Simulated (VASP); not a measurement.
## MnSb: single point with LDA+U

Crystal: MnSb.

```
Sb Mn
1.0
     4.15000    0.00000    0.00000
    -2.07500    3.59401    0.00000
     0.00000    0.00000    5.78000
Sb Mn
2 2
Direct
  0.66667 0.33333 0.75000
  0.33333 0.66667 0.25000
  0.00000 0.00000 0.50000
  0.00000 0.00000 0.00000
```

| Item | Value |
| --- | --- |
| Program | VASP 6.6.1 |
| Task | single point |
| Functional | LDA |
| Potentials or basis | VASP PAW LDA potentials, release 64 (Sb, Mn_pv) |
| Cutoff | 520 eV |
| k mesh | 7 × 7 × 5 |
| Occupations | fermi-dirac, width 0.05 eV |
| Spin | collinear spin, ferromagnetic start |
| Starting moments | [0.0, 0.0, 4.0, 4.0] μB |
| Hubbard terms | Mn d U = 8.0 eV |

```json
{"Pressure": "6.7 GPa", "Net moment": "8.38 μB per cell", "Site moments": "Sb -0.22; Mn +4.44 μB", "Valence electrons inside the program's atomic spheres": "Sb 2.56; Mn 11.47"}
```

Stress tensor (GPa, compression positive):
```
5.85 0.00 0.00
0.00 5.85 0.00
0.00 0.00 8.41
```

Levels at points of the mesh, in eV from the Fermi level:
Spin up:
| k point | band 19 | band 20 | band 21 | band 22 | band 23 | band 24 | band 25 | band 26 |
| --- | --- | --- | --- | --- | --- | --- | --- | --- |
| (0.00, 0.00, 0.00) | -3.87 | 0.33 | 0.33 | 1.11 | 1.11 | 2.62 | 2.72 | 3.57 |
Spin down:
| k point | band 10 | band 11 | band 12 | band 13 | band 14 | band 15 | band 16 | band 17 | band 18 | band 19 |
| --- | --- | --- | --- | --- | --- | --- | --- | --- | --- | --- |
| (0.00, 0.00, 0.00) | -1.57 | -1.57 | 0.47 | 0.47 | 1.10 | 2.10 | 2.10 | 2.48 | 2.67 | 2.67 |

Eigenvalues of the final occupation matrices:
```tsv
site	spin	trace	eigenvalues
site 3 d	1	4.66	0.93 0.93 0.93 0.94 0.94
site 3 d	2	0.28	0.02 0.02 0.03 0.10 0.10
site 4 d	1	4.66	0.93 0.93 0.93 0.94 0.94
site 4 d	2	0.28	0.02 0.02 0.03 0.10 0.10
```

Wall time 100 s on 1 thread of Intel(R) Xeon(R) Platinum 8259CL CPU @ 2.50GHz (Skylake/Cascade Lake), with other jobs on the host, peak memory 0.24 GiB.

Caveat: spin-orbit coupling is left out, which moves the levels of the heavy elements; only a ferromagnetic start was run, and an antiferromagnetic order may lie lower in energy; the U is typed as a test and isn't derived for this compound. The state reached can hang on the start; a lower one may exist.
